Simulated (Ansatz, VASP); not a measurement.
Two plane-wave programs on B

File INCAR:

```
PREC = Accurate ; ENCUT = 600
EDIFF = 1E-6 ; ISMEAR = 0
SIGMA = 0.1 ; LREAL = F
LASPH = T ; NELM = 60
ALGO = Normal ; ISIF = 3
LWAVE = F ; LCHARG = F
GGA = PE ; IBRION = 2
NSW = 90 ; EDIFFG = -0.04
```

Contents of KPOINTS:

```
regular mesh
0
Gamma
  8 8 8
```

Contents of POSCAR:

```
B
1.0
   -1.3562673700      2.6311771000      2.2362302400
    1.3562673700     -2.6311771000      2.2362302400
    1.3562673700      2.6311771000     -2.2362302400
B
4
Direct
    0.0116296500      0.2630089100      0.7486207400
    0.5143881600      0.2630089100      0.2513792600
    0.2589471500      0.6057077100      0.6532394400
    0.9524682700      0.6057077100      0.3467605600
```

Input for Ansatz:

```yaml
crystal:
  lattice:
    - [-1.35626737, 2.6311771, 2.23623024]
    - [1.35626737, -2.6311771, 2.23623024]
    - [1.35626737, 2.6311771, -2.23623024]
  atoms:
    - { symbol: B, position: [0.01162965, 0.26300891, 0.74862074] }
    - { symbol: B, position: [0.51438816, 0.26300891, 0.25137926] }
    - { symbol: B, position: [0.25894715, 0.60570771, 0.65323944] }
    - { symbol: B, position: [0.95246827, 0.60570771, 0.34676056] }
basis:
  ecutwfc: 420
kpoints:
  mp_grid: { grid: [8, 8, 8] }
hamiltonian:
  xc: pbe
scf:
  occupations: { method: gaussian, width: 0.1 }
  lower_state_search: "off"
output:
  forces: true
  stress: true
  eigenvalues: true
relax:
  adjacent_minimum: "off"
  f_tol: 0.04
  max_steps: 70
  cell: { stress_tol: 0.4 }
```

Alike in both runs: task relaxation of cell and atoms; functional PBE; k mesh 8 × 8 × 8; occupations gaussian, width 0.1 eV; no spin polarisation.

|  | VASP | Ansatz |
| --- | --- | --- |
| version | VASP 6.6.1 | Ansatz 0.2.0 |
| potentials or method | VASP PAW PBE potentials, release 64 (B), cutoff 600 eV | scalar-relativistic, plane waves, PAW |
| valence electrons in the cell | 12 | 12 |

```csv
,VASP,Ansatz,Ansatz less VASP
"gap on the k mesh at the Fermi level, each at its own relaxed structure (eV)",none,none,-
relaxed volume (Å³/atom),9.20,9.20,+0.004
relaxed cell length with the largest relative difference (Å),3.799,3.796,-0.0022
```

A gap of «none» marks a metal or a gap that the smearing closes.

Noted on VASP's run: the volume moved by over 15 % at a fixed basis, so the end points are rough.
